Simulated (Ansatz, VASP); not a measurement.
**Two plane-wave programs on KI**

```xyz
2
Lattice="0.0000 3.7308 3.5873 3.7308 0.0000 3.5873 3.7308 3.7308 0.0000" Properties=species:S:1:pos:R:3 pbc="T T T"
K     0.0000    0.0000   -0.3828
I     3.7308    3.7308    3.7053
```

Change from the starting cell: mode 6 frozen in at -0.383 Å, equal normal strain along x and y +0.0400.

Alike in both runs: task single point; functional PBE; k mesh 6 × 6 × 6; occupations gaussian, width 0.05 eV; no spin polarisation.

```csv
,VASP,Ansatz
version,VASP 6.6.1,Ansatz 0.2.0
potentials or method,"VASP PAW PBE potentials, release 64 (K_sv, I), cutoff 520 eV","scalar-relativistic, plane waves, PAW"
valence electrons in the cell,16,26
```

```csv
,VASP,Ansatz,Ansatz less VASP
gap on the k mesh at the Fermi level (eV),3.75,3.75,+0.003
least direct gap on the mesh (eV),3.75,3.75,+0.003
pressure (GPa),0.4,0.4,-0.02
"traceless stress, the component that is largest in VASP (GPa)",2.47,2.44,-0.026
rms of the force components (eV/Å),0.461,0.456,-0.0052
```

Atom by atom the forces differ by 0.005 eV/Å (rms over components). VASP's potentials hold 16 valence electrons a cell and Ansatz's 26, so a difference there can come from the potentials and not from the codes.

Spin-orbit coupling is off throughout.
